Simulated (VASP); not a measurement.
Input of a VASP 6.6.1 run:

INCAR

```
SYSTEM = CdSe
  PREC = Accurate
  ENCUT = 520
  EDIFF = 1E-8
  ISMEAR = 0
  SIGMA = 0.01
  LREAL = .FALSE.
  LASPH = .TRUE.
  NELM = 100
  ALGO = Normal
  ISIF = 2
  LWAVE = .FALSE.
  LCHARG = .FALSE.
  IBRION = 8
  NSW = 1
```

The input KPOINTS:

```
regular mesh
0
G
  6 6 6
  0 0 0
```

File POSCAR:

```
CdSe
1.0
    2.9446773431      2.9446773431      0.0000000000
   -2.9446773431      2.9446773431      0.0000000000
    0.0000000000      2.9446773431      2.9446773431
Cd Se
1 1
Direct
    0.0000000000      0.0000000000      0.0000000000
    0.7500000000      0.2500000000      0.5000000000
```

Potentials or basis: VASP PAW LDA potentials, release 64 (Cd, Se).

The run is started by

```sh
$ cat potpaw_LDA.64/Cd/POTCAR potpaw_LDA.64/Se/POTCAR > POTCAR
$ mpirun -np 1 vasp_std > vasp.out
```

Problem. Estimate the highest phonon frequency at Γ, LO-TO splitting left out.

Solution. 198 cm⁻¹.

Phonon frequencies in cm⁻¹ (negative: imaginary):
```
              q point        frequencies
(0.000, 0.000, 0.000)  0 0 0 198 198 198
```

Caveat: the cell stands under pressure or tension, which shifts response properties.
